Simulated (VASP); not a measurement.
# Pb (Fd-3m) in VASP: further runs, part 2 of 2

VASP 6.6.1. The steps go on from the part before.

**4. Electric field gradients, LDA (volume scaled by 1.06)**

Input file INCAR:

```
SYSTEM = Pb
  PREC = Accurate
  ENCUT = 520
  EDIFF = 1E-8
  ISMEAR = -1
  SIGMA = 0.05
  LREAL = .FALSE.
  LASPH = .TRUE.
  NELM = 80
  ALGO = Normal
  ISIF = 2
  LWAVE = .FALSE.
  LCHARG = .FALSE.
  GGA = CA
  LEFG = .TRUE.
  NBANDS = 21
```

Input file KPOINTS:

```
regular mesh
0
G
  8 8 8
  0 0 0
```

Input file POSCAR:

```
Pb
1.0
    0.0000000000      3.5064485529      3.5064485529
    3.5064485529      0.0000000000      3.5064485529
    3.5064485529      3.5064485529      0.0000000000
Pb
2
Direct
    0.0000000000      0.0000000000      0.0000000000
    0.2500000000      0.2500000000      0.2500000000
```

Potentials or basis: VASP PAW LDA potentials, release 64 (Pb_d).

The run is started by

```
$ cat potpaw_LDA.64/Pb_d/POTCAR > POTCAR
$ mpirun -np 1 vasp_std > vasp.out
```

OUTCAR:

```text
SYSTEM = Pb
   PREC = Accurate
   ENCUT = 520
   EDIFF = 1E-8
   ISMEAR = -1
   LREAL = .FALSE.
   LASPH = .TRUE.
   NELM = 80
   ISIF = 2
   GGA = CA

 ion  position               nearest neighbor table
   1  0.000  0.000  0.000-   2 3.04   2 3.04   2 3.04   2 3.04
   2  0.250  0.250  0.250-   1 3.04   1 3.04   1 3.04   1 3.04

  LATTYP: Found a face centered cubic cell.
 ALAT       =     7.0128971058

  Lattice vectors:

 A1 = (   0.0000000000,   3.5064485529,   3.5064485529)
 A2 = (   3.5064485529,   0.0000000000,   3.5064485529)
 A3 = (   3.5064485529,   3.5064485529,   0.0000000000)

Analysis of symmetry for initial positions (statically):
=====================================================================
 Subroutine PRICEL returns:
 Original cell was already a primitive cell.

 Routine SETGRP: Setting up the symmetry group for a
 face centered cubic supercell.

 Subroutine GETGRP returns: Found 48 space group operations
 (whereof 24 operations were pure point group operations)
 out of a pool of 48 trial point group operations.

The static configuration has the point symmetry T_d .
 The point group associated with its full space group is O_h .

Analysis of symmetry for dynamics (positions and initial velocities):
=====================================================================
 Subroutine PRICEL returns:
 Original cell was already a primitive cell.

 Routine SETGRP: Setting up the symmetry group for a
 face centered cubic supercell.

 Subroutine GETGRP returns: Found 48 space group operations
 (whereof 24 operations were pure point group operations)
 out of a pool of 48 trial point group operations.

The dynamic configuration has the point symmetry T_d .
[... 150 lines left out ...]
 val. band max:        3.3127164965   @ k =   0.1250   0.1250   0.0000
 cond. band min:       3.6038891051   @ k =  -0.1250   0.1250   0.0000
 fundamental gap:      0.2911726086
 Fermi energy:         3.5826975239

 k-point     1 :       0.0000    0.0000    0.0000
  band No.  band energies     occupation
      1     -13.5090      2.00000
      2     -13.5090      2.00000
      3     -13.5090      2.00000
      4     -13.4386      2.00000
      5     -13.4386      2.00000
      6     -13.0663      2.00000
[... 565 lines left out ...]
     20      11.2450      0.00000
     21      11.9487      0.00000

 [... further k-points ...]
[... 5 lines left out ...]
  --------------------------------------------------------------------------------------
  -------------------------------------------------------------------------------------
  Total       -1.2157327     -1.2157327     -1.2157327      0.0000000      0.0000000      0.0000000
  in kB      -22.5900028    -22.5900028    -22.5900028      0.0000000      0.0000000      0.0000000
  external PRESSURE =     -22.5900028 kB  Pullay stress =       0.0000000 kB

 VOLUME and BASIS-vectors are now :
 -----------------------------------------------------------------------------
  energy-cutoff  :      520.00
  volume of cell :       86.22
      direct lattice vectors                 reciprocal lattice vectors
     0.000000000  3.506448553  3.506448553    -0.142594421  0.142594421  0.142594421
     3.506448553  0.000000000  3.506448553     0.142594421 -0.142594421  0.142594421
     3.506448553  3.506448553  0.000000000     0.142594421  0.142594421 -0.142594421

 POSITION                                       TOTAL-FORCE (eV/Angst)
 -----------------------------------------------------------------------------------
      0.00000      0.00000      0.00000         0.000000      0.000000      0.000000
      1.75322      1.75322      1.75322        -0.000000     -0.000000     -0.000000
 -----------------------------------------------------------------------------------
    total drift:                               -0.000000     -0.000000      0.000000

  FREE ENERGIE OF THE ION-ELECTRON SYSTEM (eV)
  ---------------------------------------------------
  free  energy   TOTEN  =        -7.8454266956 eV

  energy  without entropy=       -7.8409826312  energy(sigma->0) =       -7.84320466

 Electric field gradients (V/A^2)
---------------------------------------------------------------------
 ion       V_xx      V_yy      V_zz      V_xy      V_xz      V_yz
---------------------------------------------------------------------
   1       0.000     0.000     0.000     0.001     0.001     0.001
   2       0.000     0.000     0.000     0.001     0.001     0.001
---------------------------------------------------------------------

 Electric field gradients after diagonalization (V/A^2)
 (convention: |V_zz| > |V_xx| > |V_yy|)
----------------------------------------------------------------------
 ion       V_xx      V_yy      V_zz     asymmetry (V_yy - V_xx)/ V_zz
----------------------------------------------------------------------
   1      -0.001    -0.001     0.002       0.000
   2      -0.001    -0.001     0.002       0.000
----------------------------------------------------------------------

           NMR quadrupolar parameters

 Cq : quadrupolar parameter    Cq=e*Q*V_zz/h
 eta: asymmetry parameters     (V_yy - V_xx)/ V_zz
 Q  : nuclear electric quadrupole moment in mb (millibarn)
----------------------------------------------------------------------
 ion       Cq(MHz)       eta       Q (mb)
----------------------------------------------------------------------
   1       0.000       0.000       1.000
   2       0.000       0.000       1.000
----------------------------------------------------------------------
```

stdout:

```text
POSCAR found type information on POSCAR Pb
 POSCAR found :  1 types and       2 ions
 scaLAPACK will be used
 LDA part: xc-table for (Slater(with rela. corr.)+CA(PZ))
 , standard interpolation
 POSCAR, INCAR and KPOINTS ok, starting setup
 FFT: planning ... GRIDC
 FFT: planning ... GRID_SOFT
 FFT: planning ... GRID
 WAVECAR not read
 entering main loop
ion   1

ion   2
```

Run time: 25 s. Hardware: 1 thread of Intel Xeon 6975P-C (Granite Rapids), shared host; peak memory 0.21 GiB.

What came out:

```
Free energy            : -7.8454 eV
Pressure               : -2.3 GPa
Band gap on the k mesh : zero (band 14 reaches 3.91 eV, above the bottom of band 15 at 2.85 eV)
```

Levels at points of the mesh, in eV from the Fermi level:
| k point | band 12 | band 13 | band 14 | band 15 | band 16 | band 17 |
| --- | --- | --- | --- | --- | --- | --- |
| (0.00, 0.00, 0.00) | -4.31 | 0.33 | 0.33 | 0.33 | 2.30 | 2.30 |
| (0.50, 0.00, 0.00) | -7.09 | -1.04 | -0.73 | -0.73 | 3.38 | 3.38 |
| (0.50, 0.50, 0.00) | -8.42 | -1.87 | -1.87 | 0.80 | 0.80 | 6.73 |

Caveat: without QUAD_EFG the Cq values of the log hold for a quadrupole moment of 1 mb, not for the nuclei; spin-orbit coupling is left out, which moves the levels of the heavy elements.

**5. Electric field gradients, LDA (volume scaled by 1.06)**

Input file INCAR:

```
PREC = Accurate
ENCUT = 520
EDIFF = 1E-8
ISMEAR = -1
SIGMA = 0.05
LREAL = F
LASPH = T
NELM = 100
ALGO = Normal
ISIF = 2
LWAVE = F
LCHARG = F
GGA = CA
LEFG = T
NBANDS = 21
```

Input file KPOINTS:

```
Automatic mesh
0
Gamma
  8 8 8
```

POSCAR is that of step 4.

Potentials or basis: VASP PAW LDA potentials, release 64 (Pb_d).

The run is started by

```
$ cat potpaw_LDA.64/Pb_d/POTCAR > POTCAR
$ mpirun -np 1 vasp_std > vasp.out
```

OUTCAR:

```text
PREC = Accurate
   ENCUT = 520
   EDIFF = 1E-8
   ISMEAR = -1
   LREAL = F
   LASPH = T
   NELM = 100
   ISIF = 2
   GGA = CA

 ion  position               nearest neighbor table
   1  0.000  0.000  0.000-   2 3.04   2 3.04   2 3.04   2 3.04
   2  0.250  0.250  0.250-   1 3.04   1 3.04   1 3.04   1 3.04

  LATTYP: Found a face centered cubic cell.
 ALAT       =     7.0128971058

  Lattice vectors:

 A1 = (   0.0000000000,   3.5064485529,   3.5064485529)
 A2 = (   3.5064485529,   0.0000000000,   3.5064485529)
 A3 = (   3.5064485529,   3.5064485529,   0.0000000000)

Analysis of symmetry for initial positions (statically):
=====================================================================
 Subroutine PRICEL returns:
 Original cell was already a primitive cell.

 Routine SETGRP: Setting up the symmetry group for a
 face centered cubic supercell.

 Subroutine GETGRP returns: Found 48 space group operations
 (whereof 24 operations were pure point group operations)
 out of a pool of 48 trial point group operations.

The static configuration has the point symmetry T_d .
 The point group associated with its full space group is O_h .

Analysis of symmetry for dynamics (positions and initial velocities):
=====================================================================
 Subroutine PRICEL returns:
 Original cell was already a primitive cell.

 Routine SETGRP: Setting up the symmetry group for a
 face centered cubic supercell.

 Subroutine GETGRP returns: Found 48 space group operations
 (whereof 24 operations were pure point group operations)
[... 148 lines left out ...]

  energy without entropy =       -7.84098263  energy(sigma->0) =       -7.84320466

 E-fermi :   3.5827     XC(G=0):  -8.5182

 val. band max:        3.3127164965   @ k =   0.1250   0.1250   0.0000
 cond. band min:       3.6038891051   @ k =  -0.1250   0.1250   0.0000
 fundamental gap:      0.2911726086
 Fermi energy:         3.5826975239

 k-point     1 :       0.0000    0.0000    0.0000
  band No.  band energies     occupation
      1     -13.5090      2.00000
      2     -13.5090      2.00000
      3     -13.5090      2.00000
      4     -13.4386      2.00000
      5     -13.4386      2.00000
      6     -13.0663      2.00000
[... 565 lines left out ...]
     20      11.2450      0.00000
     21      11.9487      0.00000

 [... further k-points ...]
[... 5 lines left out ...]
  --------------------------------------------------------------------------------------
  -------------------------------------------------------------------------------------
  Total       -1.2157327     -1.2157327     -1.2157327      0.0000000      0.0000000      0.0000000
  in kB      -22.5900028    -22.5900028    -22.5900028      0.0000000      0.0000000      0.0000000
  external PRESSURE =     -22.5900028 kB  Pullay stress =       0.0000000 kB

 VOLUME and BASIS-vectors are now :
 -----------------------------------------------------------------------------
  energy-cutoff  :      520.00
  volume of cell :       86.22
      direct lattice vectors                 reciprocal lattice vectors
     0.000000000  3.506448553  3.506448553    -0.142594421  0.142594421  0.142594421
     3.506448553  0.000000000  3.506448553     0.142594421 -0.142594421  0.142594421
     3.506448553  3.506448553  0.000000000     0.142594421  0.142594421 -0.142594421

 POSITION                                       TOTAL-FORCE (eV/Angst)
 -----------------------------------------------------------------------------------
      0.00000      0.00000      0.00000         0.000000      0.000000      0.000000
      1.75322      1.75322      1.75322        -0.000000     -0.000000     -0.000000
 -----------------------------------------------------------------------------------
    total drift:                               -0.000000     -0.000000      0.000000

  FREE ENERGIE OF THE ION-ELECTRON SYSTEM (eV)
  ---------------------------------------------------
  free  energy   TOTEN  =        -7.8454266956 eV

  energy  without entropy=       -7.8409826312  energy(sigma->0) =       -7.84320466

 Electric field gradients (V/A^2)
---------------------------------------------------------------------
 ion       V_xx      V_yy      V_zz      V_xy      V_xz      V_yz
---------------------------------------------------------------------
   1       0.000     0.000     0.000     0.001     0.001     0.001
   2       0.000     0.000     0.000     0.001     0.001     0.001
---------------------------------------------------------------------

 Electric field gradients after diagonalization (V/A^2)
 (convention: |V_zz| > |V_xx| > |V_yy|)
----------------------------------------------------------------------
 ion       V_xx      V_yy      V_zz     asymmetry (V_yy - V_xx)/ V_zz
----------------------------------------------------------------------
   1      -0.001    -0.001     0.002       0.000
   2      -0.001    -0.001     0.002       0.000
----------------------------------------------------------------------

           NMR quadrupolar parameters

 Cq : quadrupolar parameter    Cq=e*Q*V_zz/h
 eta: asymmetry parameters     (V_yy - V_xx)/ V_zz
 Q  : nuclear electric quadrupole moment in mb (millibarn)
----------------------------------------------------------------------
 ion       Cq(MHz)       eta       Q (mb)
----------------------------------------------------------------------
   1       0.000       0.000       1.000
   2       0.000       0.000       1.000
----------------------------------------------------------------------
```

stdout:

```text
POSCAR found type information on POSCAR Pb
 POSCAR found :  1 types and       2 ions
 scaLAPACK will be used
 LDA part: xc-table for (Slater(with rela. corr.)+CA(PZ))
 , standard interpolation
 POSCAR, INCAR and KPOINTS ok, starting setup
 FFT: planning ... GRIDC
 FFT: planning ... GRID_SOFT
 FFT: planning ... GRID
 WAVECAR not read
 entering main loop
ion   1

ion   2
```

Wall time 26 s (1 thread of Intel Xeon 6975P-C (Granite Rapids), shared host); peak memory 0.2 GiB.

What came out:

```yaml
Free_energy: -7.8454 eV
Pressure: -2.3 GPa
Band_gap_on_the_k_mesh: zero (band 14 reaches 3.91 eV, above the bottom of band 15 at 2.85 eV)
```

Caveat: without QUAD_EFG the Cq values of the log hold for a quadrupole moment of 1 mb, not for the nuclei; spin-orbit coupling is left out, which moves the levels of the heavy elements.

**6. Summary**

| cell | gap on the mesh (eV) | pressure (GPa) |
| --- | --- | --- |
| a = 4.896 Å, angles 60.0°, 2 atoms | none | -1.3 |
| a = 4.927 Å, angles 60.0°, 2 atoms | none | -1.8 |
| a = 4.959 Å, angles 60.0°, 2 atoms | none | -2.3 |

Alike in all rows: task electric field gradients; level LDA; potentials or basis VASP PAW LDA potentials, release 64 (Pb_d); no spin polarisation; k mesh 8 × 8 × 8; cutoff (eV) 520; smearing fermi-dirac 0.05 eV.

Caveats: spin-orbit coupling is left out, which moves the levels of the heavy elements.

Absolute energies hang on the potentials; compare differences alone.
